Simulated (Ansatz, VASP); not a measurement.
## Na4H: VASP beside Ansatz

The input INCAR:

```
SYSTEM = Na4H
  PREC = Accurate
  ENCUT = 400
  EDIFF = 1E-6
  ISMEAR = 0
  SIGMA = 0.1
  LREAL = .FALSE.
  LASPH = .TRUE.
  NELM = 120
  ALGO = Normal
  ISIF = 2
  LWAVE = .FALSE.
  LCHARG = .FALSE.
  LDIPOL = .TRUE.
  IDIPOL = 3
  DIPOL = 0.5 0.5 0.304
  GGA = PE
  NBANDS = 40
  GGA_COMPAT = .FALSE.
  NELMDL = -8
```

KPOINTS

```
regular mesh
0
G
  4 4 1
  0 0 0
```

The input POSCAR:

```
Na4H
1.0
    7.2665054626      0.0000000000      0.0000000000
   -2.4221684875      6.8509270508      0.0000000000
    0.0000000000      0.0000000000     20.9665384335
Na H
8 2
Direct
    0.2500000000      0.2500000000      0.1907801811
    0.2500000000      0.7500000000      0.1907801811
    0.7500000000      0.2500000000      0.1907801811
    0.7500000000      0.7500000000      0.1907801811
    0.0000000000      0.0000000000      0.3322693660
    0.0000000000      0.5000000000      0.3322693660
    0.5000000000      0.0000000000      0.3322693660
    0.5000000000      0.5000000000      0.3322693660
    0.1150600172      0.3333333333      0.4753545019
    0.2182733161      0.3333333333      0.4753545019
```

Input for Ansatz:

```yaml
crystal:
  lattice:
    - [7.2665054626, 0.0, 0.0]
    - [-2.4221684875, 6.8509270508, 0.0]
    - [0.0, 0.0, 20.9665384335]
  atoms:
    - { symbol: Na, position: [0.25, 0.25, 0.1907801811] }
    - { symbol: Na, position: [0.25, 0.75, 0.1907801811] }
    - { symbol: Na, position: [0.75, 0.25, 0.1907801811] }
    - { symbol: Na, position: [0.75, 0.75, 0.1907801811] }
    - { symbol: Na, position: [0.0, 0.0, 0.332269366] }
    - { symbol: Na, position: [0.0, 0.5, 0.332269366] }
    - { symbol: Na, position: [0.5, 0.0, 0.332269366] }
    - { symbol: Na, position: [0.5, 0.5, 0.332269366] }
    - { symbol: H, position: [0.1150600172, 0.3333333333, 0.4753545019] }
    - { symbol: H, position: [0.2182733161, 0.3333333333, 0.4753545019] }
basis:
  ecutwfc: 420
kpoints:
  mp_grid: { grid: [4, 4, 1] }
hamiltonian:
  xc: pbe
scf:
  occupations: { method: gaussian, width: 0.1 }
output:
  forces: true
  eigenvalues: true
efield:
  axis: 3
  dipole_correction: true
  ramp_width: 0.04
```

Alike in both runs: task single point; functional PBE; k mesh 4 × 4 × 1; occupations gaussian, width 0.1 eV; no spin polarisation.

|  | VASP | Ansatz |
| --- | --- | --- |
| version | VASP 6.6.1 | Ansatz 0.2.0 |
| potentials or method | VASP PAW PBE potentials, release 64 (Na_pv, H), cutoff 400 eV | scalar-relativistic, plane waves, PAW |
| valence electrons in the cell | 58 | 74 |

|  | VASP | Ansatz | Ansatz less VASP |
| --- | --- | --- | --- |
| gap on the k mesh at the Fermi level (eV) | none | none | - |
| rms of the force components (eV/Å) | 0.022 | 0.020 | -0.0020 |

Atom by atom the forces differ by 0.003 eV/Å (rms over components). A gap of «none» marks a metal or a gap that the smearing closes. The functional is the same, so the differences come from potentials, cutoffs and numerics. VASP's potentials hold 58 valence electrons a cell and Ansatz's 74, so a difference there can come from the potentials and not from the codes.
